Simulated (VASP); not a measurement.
A run of VASP 6.6.1:

The input INCAR:

```
ALGO = Normal ; EDIFF = 1E-6
ENCUT = 500 ; GGA = PS
GGA_COMPAT = F ; ISIF = 2
ISMEAR = 0 ; LASPH = T
LCHARG = F ; LREAL = F
LWAVE = F ; NBANDS = 54
NELM = 120 ; PREC = Accurate
SIGMA = 0.1
```

The input KPOINTS:

```
k-points
0
Gamma
  3 3 3
```

Contents of POSCAR:

```
Cl
1.0
    3.5720508488      2.0623245192      7.8971717185
   -3.5720508488      2.0623245192      7.8971717185
    0.0000000000     -4.1246490381      7.8971717186
Cl
12
Direct
    0.0490057536      0.5288832472      0.0490057536
    0.0490057536      0.0490057536      0.5288832472
    0.5288832472      0.0490057536      0.0490057536
    0.9509942464      0.4711167528      0.9509942464
    0.4711167528      0.9509942464      0.9509942464
    0.9509942464      0.9509942464      0.4711167528
    0.2080756193      0.5779464875      0.2080756193
    0.2080756193      0.2080756193      0.5779464875
    0.5779464875      0.2080756193      0.2080756193
    0.7919243807      0.4220535125      0.7919243807
    0.4220535125      0.7919243807      0.7919243807
    0.7919243807      0.7919243807      0.4220535125
```

Potentials or basis: VASP PAW PBE potentials, release 64 (Cl).

Run with:

```console
$ cat potpaw_PBE.64/Cl/POTCAR > POTCAR
$ mpirun -np 1 vasp_std > vasp.out
```

Hardware: 1 thread of AMD EPYC 7R13, on a shared host.

Estimate the wall time of this run.

Wall time 10 min on 1 thread of AMD EPYC 7R13, with other jobs on the host, peak memory 0.64 GiB. Counts: scf iterations 17, k points 6.
